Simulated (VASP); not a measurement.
**HfO2: single point with PBEsol**

The system is HfO2.

```
CELL_PARAMETERS angstrom
0.00000 2.55750 2.55750
2.55750 0.00000 2.55750
2.55750 2.55750 0.00000
ATOMIC_POSITIONS crystal
Hf 0.00000 0.00000 0.00000
O 0.75000 0.75000 0.75000
O 0.25000 0.25000 0.25000
```

```json
{
  "Program": "VASP 6.6.1",
  "Task": "single point",
  "Functional": "PBEsol",
  "Potentials or basis": "VASP PAW PBE potentials, release 64 (Hf_pv, O)",
  "Cutoff": "600 eV",
  "k mesh": "8 × 8 × 8",
  "Occupations": "fermi-dirac, width 0.05 eV",
  "Spin": "no spin polarisation"
}
```

```yaml
Pressure: -13.7 GPa
Band_gap_on_the_k_mesh: 3.60 eV
```

Levels at points of the mesh, in eV from the valence-band top:
```
           k point  band 9  band 10  band 11  band 12  band 13  band 14
(0.00, 0.00, 0.00)   -0.60    -0.60    -0.60     3.72     3.72     5.44
(0.50, 0.00, 0.00)   -2.72    -1.82    -1.82     4.43     4.43     6.71
(0.50, 0.50, 0.00)   -1.50    -1.50     0.00     3.60     5.29     6.36
```

Run time: 16 s on 1 thread of Intel(R) Xeon(R) 6975P-C (Granite Rapids), on a shared host, peak memory 0.17 GiB.

Caveat: the cell stands under tension; the PAW data sets were made with another functional, which shifts forces and pressure a little; spin-orbit coupling is left out, which moves the levels of the heavy elements. A k mesh can miss the band edges.
